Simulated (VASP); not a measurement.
# Ta4N3 (P4mm) in VASP: further runs

Runs on Ta4N3. Level: PBEsol. Tasks: single point.

All numbers are computed with VASP 6.6.1; they aren't measurements. Logs are shortened: lines on timing, memory, paths and dates and some standing lists are left out, and cuts for length are marked.

### 1 The cell of the first run

It takes space group P4mm (No. 99, tetragonal). Conventional cell: a = 4.357 Å, b = 4.357 Å, c = 8.245 Å, α = 90.00°, β = 90.00°, γ = 90.00°. Within 2.8 Å of Ta (site symmetry 2mm) lie 4 N at 2.14 to 2.18 Å. Within 2.4 Å of Ta (site symmetry 2mm) lie 4 N at 1.84 to 2.18 Å. Within 2.9 Å of Ta (site symmetry 4mm) lie 5 N at 2.18 to 2.23 Å and 4 Ta at 2.79 Å. Ta (site symmetry 4mm) has 5 N at 2.18 to 2.23 Å and 12 Ta at 2.99 to 3.12 Å within 3.2 Å. Within 2.6 Å of Ta (site symmetry 4mm) lie 5 N at 1.93 to 2.18 Å. Ta (site symmetry 4mm) has 5 N at 2.18 to 2.23 Å and 12 Ta at 2.99 to 3.12 Å within 3.2 Å. Within 2.8 Å of N (site symmetry 2mm) lie 6 Ta at 2.14 to 2.18 Å. Within 2.4 Å of N (site symmetry 2mm) lie 6 Ta at 1.84 to 2.18 Å.

### 2 Single point, PBEsol (the distance across one plane changed)

INCAR reads:

```
PREC = Accurate
ENCUT = 520
EDIFF = 1E-7
ISMEAR = 0
SIGMA = 0.15
LREAL = F
LASPH = T
NELM = 60
ALGO = Normal
ISIF = 2
LWAVE = F
LCHARG = F
GGA = PS
NBANDS = 72
```

KPOINTS reads:

```
regular mesh
0
Gamma
  9 9 5
```

POSCAR reads:

```
Ta4N3
1.0
   -4.3571443853      0.0000000000      0.0000000000
    0.0000000000     -4.3571443853      0.0000000000
    0.0000000000      0.0000000000      8.2453519637
Ta N
8 6
Direct
    0.5000000000      0.0000000000      0.6421436101
    0.0000000000      0.5000000000      0.1239515426
    0.0000000000      0.0000000000      0.9123846540
    0.5000000000      0.5000000000      0.3941925864
    0.5000000000      0.0000000000      0.1239515426
    0.0000000000      0.5000000000      0.6421436101
    0.5000000000      0.5000000000      0.8900946338
    1.0000000000      1.0000000000      0.3719025663
    0.5000000000      1.0000000000      0.3830475763
    0.0000000000      0.5000000000      0.9012396439
    0.0000000000      0.0000000000      0.6421436101
    0.5000000000      0.5000000000      0.1239515426
    1.0000000000      0.5000000000      0.3830475763
    0.5000000000      0.0000000000      0.9012396439
```

Potentials or basis: VASP PAW PBE potentials, release 64 (Ta_pv, N).

Launch:

```bash
> cat potpaw_PBE.64/Ta_pv/POTCAR potpaw_PBE.64/N/POTCAR > POTCAR
> mpirun -np 1 vasp_std > vasp.out
```

OUTCAR:

```text
PREC = Accurate
   ENCUT = 520
   EDIFF = 1E-7
   ISMEAR = 0
   LREAL = F
   LASPH = T
   NELM = 60
   ISIF = 2
   GGA = PS

 ion  position               nearest neighbor table
   1  0.500  0.000  0.642-   9 2.14  14 2.14  11 2.18  11 2.18   4 2.99   4 2.99   7 2.99   7 2.99
                             6 3.08   6 3.08   6 3.08   6 3.08   8 3.12   8 3.12   3 3.12   3 3.12
   2  0.000  0.500  0.124-  10 1.84  13 2.14  12 2.18  12 2.18   3 2.79   3 2.79   7 2.91   7 2.91
                             8 2.99   8 2.99   5 3.08   5 3.08   5 3.08   5 3.08   4 3.12   4 3.12
   3  0.000  0.000  0.912-  10 2.18  14 2.18  10 2.18  14 2.18  11 2.23   2 2.79   5 2.79   5 2.79
                             2 2.79   7 3.09   7 3.09   7 3.09   7 3.09   6 3.12   6 3.12   1 3.12
   4  0.500  0.500  0.394-   9 2.18  13 2.18   9 2.18  13 2.18  12 2.23   1 2.99   6 2.99   6 2.99
                             1 2.99   8 3.09   8 3.09   8 3.09   8 3.09   5 3.12   2 3.12   5 3.12
   5  0.500  0.000  0.124-  14 1.84   9 2.14  12 2.18  12 2.18   3 2.79   3 2.79   7 2.91   7 2.91
                             8 2.99   8 2.99   2 3.08   2 3.08   2 3.08   2 3.08   4 3.12   4 3.12
   6  0.000  0.500  0.642-  10 2.14  13 2.14  11 2.18  11 2.18   4 2.99   7 2.99   4 2.99   7 2.99
                             1 3.08   1 3.08   1 3.08   1 3.08   8 3.12   8 3.12   3 3.12   3 3.12
   7  0.500  0.500  0.890-  12 1.93  10 2.18  14 2.18  14 2.18  10 2.18   5 2.91   5 2.91   2 2.91
                             2 2.91   1 2.99   1 2.99   6 2.99   6 2.99   3 3.09   3 3.09   3 3.09
   8  0.000  0.000  0.372-   9 2.18  13 2.18  13 2.18   9 2.18  11 2.23   2 2.99   5 2.99   5 2.99
                             2 2.99   4 3.09   4 3.09   4 3.09   4 3.09   1 3.12   6 3.12   6 3.12
   9  0.500  0.000  0.383-   5 2.14   1 2.14   8 2.18   8 2.18   4 2.18   4 2.18
  10  0.000  0.500  0.901-   2 1.84   6 2.14   3 2.18   7 2.18   3 2.18   7 2.18
  11  0.000  0.000  0.642-   1 2.18   6 2.18   6 2.18   1 2.18   8 2.23   3 2.23
  12  0.500  0.500  0.124-   7 1.93   5 2.18   2 2.18   5 2.18   2 2.18   4 2.23
  13  0.000  0.500  0.383-   2 2.14   6 2.14   8 2.18   8 2.18   4 2.18   4 2.18
  14  0.500  0.000  0.901-   5 1.84   1 2.14   3 2.18   7 2.18   7 2.18   3 2.18

  LATTYP: Found a simple tetragonal cell.
 ALAT       =     4.3571443853
 C/A-ratio  =     1.8923751968

  Lattice vectors:

 A1 = (  -4.3571443853,   0.0000000000,   0.0000000000)
 A2 = (   0.0000000000,  -4.3571443853,   0.0000000000)
 A3 = (   0.0000000000,   0.0000000000,   8.2453519637)

Analysis of symmetry for initial positions (statically):
=====================================================================
 Subroutine PRICEL returns:
 Original cell was already a primitive cell.

 Routine SETGRP: Setting up the symmetry group for a
 simple tetragonal supercell.

 Subroutine GETGRP returns: Found  8 space group operations
 (whereof  8 operations were pure point group operations)
 out of a pool of 16 trial point group operations.

The static configuration has the point symmetry C_4v.

Analysis of symmetry for dynamics (positions and initial velocities):
=====================================================================
 Subroutine PRICEL returns:
 Original cell was already a primitive cell.

 Routine SETGRP: Setting up the symmetry group for a
 simple tetragonal supercell.

 Subroutine GETGRP returns: Found  8 space group operations
 (whereof  8 operations were pure point group operations)
 out of a pool of 16 trial point group operations.

The dynamic configuration has the point symmetry C_4v.

 Subroutine INISYM returns: Found  8 space group operations
 (whereof  8 operations are pure point group operations),
 and found     1 'primitive' translations

----------------------------------------------------------------------------------------

                                     Primitive cell

  volume of cell :     156.5356

  direct lattice vectors                    reciprocal lattice vectors
    -4.357144385  0.000000000  0.000000000    -0.229508116  0.000000000  0.000000000
     0.000000000 -4.357144385  0.000000000     0.000000000 -0.229508116  0.000000000
     0.000000000  0.000000000  8.245351964     0.000000000  0.000000000  0.121280450

  length of vectors
     4.357144385  4.357144385  8.245351964     0.229508116  0.229508116  0.121280450

  position of ions in fractional coordinates (direct lattice)
     0.500000000  0.000000000  0.642143610
     0.000000000  0.500000000  0.123951543
     0.000000000  0.000000000  0.912384654
     0.500000000  0.500000000  0.394192586
     0.500000000  0.000000000  0.123951543
     0.000000000  0.500000000  0.642143610
[... 48 lines left out ...]
 ===========================================

 Found     45 irreducible k-points:

 Following reciprocal coordinates:
            Coordinates               Weight
  0.000000  0.000000  0.000000      1.000000
  0.111111  0.000000  0.000000      4.000000
  0.222222  0.000000  0.000000      4.000000
  0.333333  0.000000  0.000000      4.000000
  0.444444  0.000000  0.000000      4.000000
  0.111111  0.111111  0.000000      4.000000
[... 16 lines left out ...]
  0.333333  0.111111  0.200000     16.000000
  0.444444  0.111111  0.200000     16.000000
 [... further k-points ...]
   k-points           NKPTS =     45   k-points in BZ     NKDIM =     45   number of bands    NBANDS=     72
   number of dos      NEDOS =    301   number of ions     NIONS =     14
   total plane-waves  NPLWV =  65536
   dimension x,y,z NGX =    32 NGY =   32 NGZ =   64
   dimension x,y,z NGXF=    64 NGYF=   64 NGZF=  128
   ions per type =               8   6
   NGX,Y,Z   is equivalent  to a cutoff of  12.21, 12.21, 12.90 a.u.
   NGXF,Y,Z  is equivalent  to a cutoff of  24.42, 24.42, 25.81 a.u.
 SYSTEM =  unknown system
   PREC   = accura    normal or accurate (medium, high low for compatibility)
   ISTART =      0    job   : 0-new  1-cont  2-samecut
   ICHARG =      2    charge: 1-file 2-atom 10-const
   ISPIN  =      1    spin polarized calculation?
   LNONCOLLINEAR =      F non collinear calculations
   LSORBIT =      F    spin-orbit coupling
   LASPH  =      T    aspherical Exc in radial PAW
   ENCUT  =  520.0 eV  38.22 Ry    6.18 a.u.   8.10  8.10 15.33*2*pi/ulx,y,z
   NELM   =     60;   NELMIN=  2; NELMDL= -5     # of ELM steps
   EDIFF  = 0.1E-06   stopping-criterion for ELM
   LREAL  =      F    real-space projection
   EDIFFG = 0.1E-05   stopping-criterion for IOM
   NSW    =      0    number of steps for IOM
   IBRION =     -1    ionic relax: 0-MD 1-quasi-New 2-CG
   NFREE  =      0    steps in history (QN), initial steepest desc. (CG)
   ISIF   =      2    stress and relaxation
   ISYM   =      2    0-nonsym 1-usesym 2-fastsym
   POTIM  = 0.5000    time-step for ionic-motion
   TEBEG  =    0.0;   TEEND  =   0.0 temperature during run
   PSTRESS=    0.0 pullay stress
   NELECT =     118.0000    total number of electrons
   NUPDOWN=      -1.0000    fix difference up-down
   EMIN   =  10.00;   EMAX   =-10.00  energy-range for DOS
   EFERMI =   0.00;   METHOD = LEGACY
   ISMEAR =     0;   SIGMA  =   0.15  broadening in eV -4-tet -1-fermi 0-gaus
   EFERMI_NEDOS =   21; number of points for ismear=-14 and -15
   IALGO  =     38    algorithm
   IMIX   =      4    mixing-type and parameters
     AMIX     =   0.40;   BMIX     =  1.00
     AMIX_MAG =   1.60;   BMIX_MAG =  1.00
  volume/ion in A,a.u.               =      11.18        75.45
  Fermi-wavevector in a.u.,A,eV,Ry     =   1.489925  2.815550 30.203262  2.219877
  Thomas-Fermi vector in A             =   2.602772
   LORBIT       =      0    0 simple, 1 ext, 2 COOP (PROOUT), +10 PAW based schemes
   GGA     = PS    functional components
   LHFCALC =     F    Hartree Fock is set to
   AEXX    =    0.0000 exact exchange contribution
   IVDW    =     0    specifies the selected vdW correction
   LEPSILON=     F    determine dielectric tensor
   LRPA    =     F    only Hartree local field effects (RPA)
 non-spin polarized calculation
 Gauss-broadening in eV      SIGMA  =   0.15
  energy-cutoff  :      520.00
  volume of cell :      156.54
 maximum number of plane-waves:      4245
   NGX = 17   NGY = 17   NGZ = 31

 number of electron     118.0000039 magnetization

 Free energy of the ion-electron system (eV)
  ---------------------------------------------------
  ext. energy  EPLUGINS =         0.00000000
  ---------------------------------------------------
  free energy    TOTEN  =      -164.82158406 eV

  energy without entropy =     -164.76671780  energy(sigma->0) =     -164.79415093

 E-fermi :   8.6703     XC(G=0): -13.6176

 val. band max:        8.6635449891   @ k =   0.3333   0.1111   0.4000
 cond. band min:       8.6710898795   @ k =   0.2222   0.1111   0.0000
 fundamental gap:      0.0075448904
 Fermi energy:         8.6702583237

 k-point     1 :       0.0000    0.0000    0.0000
  band No.  band energies     occupation
      1     -27.2146      2.00000
      2     -27.2146      2.00000
      3     -27.0941      2.00000
      4     -27.0882      2.00000
      5     -27.0882      2.00000
      6     -26.7603      2.00000
[... 1765 lines left out ...]
     70      11.3685      0.00000
     71      11.4584      0.00000

 [... further k-points ...]

 [bands above 71 left out]

------------------------ aborting loop because EDIFF is reached ----------------------------------------

  FORCE on cell =-STRESS in cart. coord.  units (eV):
  Direction    XX          YY          ZZ          XY          YZ          ZX
  --------------------------------------------------------------------------------------
  -------------------------------------------------------------------------------------
  Total        8.4822359      8.4822359     43.9809354      0.0000000      0.0000000      0.0000000
  in kB       86.8176098     86.8176098    450.1548588      0.0000000      0.0000000      0.0000000
  external PRESSURE =     207.9300261 kB  Pullay stress =       0.0000000 kB

 VOLUME and BASIS-vectors are now :
 -----------------------------------------------------------------------------
  energy-cutoff  :      520.00
  volume of cell :      156.54
      direct lattice vectors                 reciprocal lattice vectors
    -4.357144385  0.000000000  0.000000000    -0.229508116  0.000000000  0.000000000
     0.000000000 -4.357144385  0.000000000     0.000000000 -0.229508116  0.000000000
     0.000000000  0.000000000  8.245351964     0.000000000  0.000000000  0.121280450

 POSITION                                       TOTAL-FORCE (eV/Angst)
 -----------------------------------------------------------------------------------
     -2.17857      0.00000      5.29470         0.000000      0.000000     -0.143149
      0.00000     -2.17857      1.02202         0.000000      0.000000      7.144806
      0.00000      0.00000      7.52293        -0.000000      0.000000     -2.536938
     -2.17857     -2.17857      3.25026         0.000000      0.000000      0.455633
     -2.17857      0.00000      1.02202         0.000000      0.000000      7.144806
      0.00000     -2.17857      5.29470         0.000000      0.000000     -0.143149
     -2.17857     -2.17857      7.33914         0.000000      0.000000     -5.230587
      0.00000      0.00000      3.06647         0.000000      0.000000      0.387157
     -2.17857      0.00000      3.15836         0.000000      0.000000      0.704425
      0.00000     -2.17857      7.43104         0.000000      0.000000     -6.235199
      0.00000      0.00000      5.29470         0.000000      0.000000     -0.123223
     -2.17857     -2.17857      1.02202         0.000000     -0.000000      4.106190
      0.00000     -2.17857      3.15836         0.000000      0.000000      0.704425
     -2.17857      0.00000      7.43104         0.000000     -0.000000     -6.235199
 -----------------------------------------------------------------------------------
    total drift:                               -0.000000     -0.000000      0.000245

  FREE ENERGIE OF THE ION-ELECTRON SYSTEM (eV)
  ---------------------------------------------------
  free  energy   TOTEN  =      -164.8215840590 eV

  energy  without entropy=     -164.7667177982  energy(sigma->0) =     -164.79415093
```

It took 6.8 min on 1 thread of AMD EPYC 9R45 (Zen 5), shared host; peak memory 0.45 GiB.

What came out:

```yaml
Free_energy: -164.8216 eV
Pressure: 20.8 GPa
Largest_force: 7.145 eV/Å
Band_gap_on_the_k_mesh: zero (bands 59 and 60 overlap by 2.27 eV)
```

Forces on the atoms (eV/Å):
```
Ta   0.000  0.000 -0.143
Ta   0.000  0.000  7.145
Ta   0.000  0.000 -2.537
Ta   0.000  0.000  0.456
Ta   0.000  0.000  7.145
Ta   0.000  0.000 -0.143
Ta   0.000  0.000 -5.231
Ta   0.000  0.000  0.387
N    0.000  0.000  0.704
N    0.000  0.000 -6.235
N    0.000  0.000 -0.123
N    0.000  0.000  4.106
N    0.000  0.000  0.704
N    0.000  0.000 -6.235
```

Stress tensor (GPa, compression positive):
```
 8.68  0.00  0.00
 0.00  8.68  0.00
 0.00  0.00 45.02
```

Levels at points of the mesh, in eV from the Fermi level:
```
           k point  band 55  band 56  band 57  band 58  band 59  band 60  band 61  band 62  band 63  band 64
(0.00, 0.00, 0.00)    -2.87    -1.41    -1.41    -0.69    -0.48    -0.48     0.42     0.87     0.87     0.87
```

Caveat: the cell differs from its parent crystal (the distance across one plane changed); the stress differs along the axes, from 9 to 45 GPa; the PAW data sets were made with another functional, which shifts forces and pressure a little; spin-orbit coupling is left out, which moves the levels of the heavy elements.

### 3 Single point, PBEsol (the distance across one plane changed)

INCAR reads:

```
ALGO = Normal
EDIFF = 1E-6
ENCUT = 520
GGA = PS
ISIF = 2
ISMEAR = 0
LASPH = T
LCHARG = T
LELF = T
LREAL = F
LVHAR = T
LWAVE = F
NBANDS = 72
NELM = 60
PREC = Accurate
SIGMA = 0.15
```

KPOINTS reads:

```
k-points
0
Gamma
  9 9 5
```

POSCAR reads:

```
Ta4N3
1.0
   -4.3571443853      0.0000000000      0.0000000000
    0.0000000000     -4.3571443853      0.0000000000
    0.0000000000      0.0000000000     13.0453519637
Ta N
8 6
Direct
    0.5000000000      0.0000000000      0.4058687026
    0.0000000000      0.5000000000      0.0783439265
    0.0000000000      0.0000000000      0.5766753262
    0.5000000000      0.5000000000      0.2491505500
    0.5000000000      0.0000000000      0.0783439265
    0.0000000000      0.5000000000      0.4058687026
    0.5000000000      0.5000000000      0.5625868552
    1.0000000000      1.0000000000      0.2350620791
    0.5000000000      1.0000000000      0.2421063145
    0.0000000000      0.5000000000      0.5696310907
    0.0000000000      0.0000000000      0.4058687026
    0.5000000000      0.5000000000      0.0783439265
    1.0000000000      0.5000000000      0.2421063145
    0.5000000000      0.0000000000      0.5696310907
```

Potentials or basis: VASP PAW PBE potentials, release 64 (Ta_pv, N).

Launch:

```bash
> cat potpaw_PBE.64/Ta_pv/POTCAR potpaw_PBE.64/N/POTCAR > POTCAR
> mpirun -np 1 vasp_std > vasp.out
```

It took 9.8 min on 1 thread of Intel Xeon Platinum 8559C (Emerald Rapids), shared host; peak memory 0.68 GiB.

The run converged. Its results:

```
Free energy            : -161.2523 eV
Pressure               : -7.4 GPa
Largest force          : 3.199 eV/Å
Band gap on the k mesh : zero (bands 59 and 60 overlap by 1.46 eV)
```

Forces on the atoms (eV/Å):
```
Ta   0.000  0.000  0.431
Ta   0.000  0.000  2.310
Ta   0.000  0.000 -3.199
Ta   0.000  0.000 -1.048
Ta   0.000  0.000  2.310
Ta   0.000  0.000  0.431
Ta   0.000  0.000 -0.366
Ta   0.000  0.000 -0.865
N    0.000  0.000 -1.081
N    0.000  0.000  1.890
N    0.000  0.000 -0.165
N    0.000  0.000 -1.457
N    0.000  0.000 -1.081
N    0.000  0.000  1.890
```

Stress tensor (GPa, compression positive):
```
-9.10  0.00  0.00
 0.00 -9.10  0.00
 0.00  0.00 -4.01
```

Levels at points of the mesh, in eV from the Fermi level:
```csv
k point,band 55,band 56,band 57,band 58,band 59,band 60,band 61,band 62,band 63,band 64
"(0.00, 0.00, 0.00)",-2.23,-1.44,-1.44,-1.31,-0.51,-0.51,-0.50,0.07,0.73,0.73
```

Caveat: the cell differs from its parent crystal (the distance across one plane changed); the stress differs along the axes, from -9 to -4 GPa; the PAW data sets were made with another functional, which shifts forces and pressure a little; spin-orbit coupling is left out, which moves the levels of the heavy elements.
